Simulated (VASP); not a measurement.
SnO2, 9 atoms in the cell. It takes space group C2/m (No. 12, monoclinic). Conventional cell: a = 5.607 Å, b = 3.237 Å, c = 14.419 Å, α = 90.00°, β = 94.46°, γ = 90.00°. Within 2.8 Å of Sn (site symmetry 2/m) lie 6 O at 2.12 Å. Sn (site symmetry m) has 6 O at 2.12 Å within 2.8 Å. Within 2.8 Å of O (site symmetry m) lie 3 Sn at 2.12 Å and 3 O at 2.72 Å. Within 2.8 Å of O (site symmetry m) lie 3 Sn at 2.12 Å and 3 O at 2.72 Å. O (site symmetry m) has 3 Sn at 2.12 Å and 3 O at 2.72 Å within 2.8 Å. 

```yaml
Program: VASP 6.6.1
Task: single point
Functional: PBE
Dispersion: D3(BJ)
Potentials_or_basis: VASP PAW PBE potentials, release 64 (Sn_d, O)
Cutoff: 520 eV
k_mesh: 9 × 9 × 2
Occupations: gaussian, width 0.05 eV
Spin: no spin polarisation
Dipole_correction: no
Further_INCAR_settings: ALGO = Normal; EDIFF = 1e-07; NBANDS = 49
```

Potentials or basis: VASP PAW PBE potentials, release 64 (Sn_d, O).

The run is started by

```bash
$ cat potpaw_PBE.64/Sn_d/POTCAR potpaw_PBE.64/O/POTCAR > POTCAR
$ mpirun -np 1 vasp_std > vasp.out
```

Hardware: 1 thread of Intel(R) Xeon(R) Platinum 8259CL CPU @ 2.50GHz (Skylake/Cascade Lake), with other jobs on the host.

Problem. Estimate the wall time of this run.

Solution. Wall time 5.5 min on 1 thread of Intel(R) Xeon(R) Platinum 8259CL CPU @ 2.50GHz (Skylake/Cascade Lake), with other jobs on the host, peak memory 0.39 GiB. Counts: scf iterations 15, k points 50.
